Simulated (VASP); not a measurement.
Wanted: the native input for a VASP 6.6.1 run.

* Task: single point
* Functional: PBEsol
* Dispersion: D3(BJ)
* Potentials or basis: VASP PAW PBE potentials, release 64 (Pt, Se)
* Cutoff: 520 eV
* k mesh: 12 × 12 × 8
* Occupations: gaussian, width 0.15 eV
* Spin: no spin polarisation
* Dipole correction: no
* Further INCAR settings: ALGO = Normal; EDIFF = 1e-07; NBANDS = 18

The structure of PtSe2 lies in POSCAR:

```
PtSe2
1.0
    4.2996942953      0.0000000000      0.0000000000
   -2.1498471476      3.4807981086      0.0000000000
    0.0000000000      0.0000000000      4.6296715343
Pt Se
1 2
Direct
    0.0000000000      0.0000000000      0.0000000000
    0.3333333333      0.6666666667      0.2721511594
    0.6666666667      0.3333333333      0.7278488406
```

This cell differs from its parent crystal: normal strain along x +0.1500, normal strain along y +0.0750.

These files were run (other wordings do the same):

INCAR

```
PREC = Accurate
ENCUT = 520
EDIFF = 1E-7
ISMEAR = 0
SIGMA = 0.15
LREAL = F
LASPH = T
NELM = 60
ALGO = Normal
ISIF = 2
LWAVE = F
LCHARG = T
GGA = PS
IVDW = 12
LELF = T
LVHAR = T
NBANDS = 18
```

KPOINTS

```
Automatic mesh
0
Gamma
  12 12 8
```

Potentials or basis: VASP PAW PBE potentials, release 64 (Pt, Se).

Run with:

```console
$ cat potpaw_PBE.64/Pt/POTCAR potpaw_PBE.64/Se/POTCAR > POTCAR
$ mpirun -np 1 vasp_std > vasp.out
```

Results of the run:

| Property | Result |
| --- | --- |
| Pressure | -19.3 GPa |
| Largest force | 1.229 eV/Å |
| Band gap on the k mesh | zero (bands 11 and 12 overlap by 0.77 eV) |
| Dispersion energy per atom | -0.374 eV |

Caveat: the cell differs from its parent crystal (normal strain along x +0.1500, normal strain along y +0.0750); the stress differs along the axes, from -26 to -12 GPa; the PAW data sets were made with another functional, which shifts forces and pressure a little; spin-orbit coupling is left out, which moves the levels of the heavy elements.

It took 4.5 min on 1 thread of AMD EPYC 7R13, with other jobs on the host, peak memory 0.48 GiB.
